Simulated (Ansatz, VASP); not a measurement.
Sc2TaF3: VASP beside Ansatz

```
Sc Ta F
1.0
     4.41679    0.00000    0.00000
     0.00000    4.41679    0.00000
     0.00000    0.00000    5.16734
Sc Ta F
2 1 3
Direct
  0.50000 0.50000 0.00000
  0.00000 0.00000 0.50000
  0.50000 0.50000 0.50000
  0.50000 0.00000 0.00000
  0.00000 0.50000 0.00000
  0.00000 0.00000 0.00000
```

Alike in both runs: functional PBE; k mesh 4 × 4 × 4; occupations gaussian, width 0.1 eV; collinear spin.

Ansatz relaxed the structure, and its values are those at the end. VASP's run is a single point on that final structure, the one shown.

|  | VASP | Ansatz |
| --- | --- | --- |
| version | VASP 6.6.1 | Ansatz 0.2.0 |
| potentials or method | VASP PAW PBE potentials, release 64 (Sc_sv, Ta_pv, F), cutoff 520 eV | scalar-relativistic, plane waves, PAW |
| valence electrons in the cell | 54 | 56 |

VASP gave:

- gap on the k mesh at the Fermi level (eV): none
- pressure (GPa): -0.1
- net moment per atom (μB): 0.40
- size of the moment on the site where the two differ most (μB): 1.20

**Question.** Which values does Ansatz return?

**Answer.** gap on the k mesh at the Fermi level (eV): none; pressure (GPa): -0.2; net moment per atom (μB): 0.40; size of the moment on the site where the two differ most (μB): 0.98.

Site moments also hang on the region over which each program counts them. A gap of «none» marks a metal or a gap that the smearing closes. VASP's potentials hold 54 valence electrons a cell and Ansatz's 56, so a difference there can come from the potentials and not from the codes.

Spin-orbit coupling is off throughout.
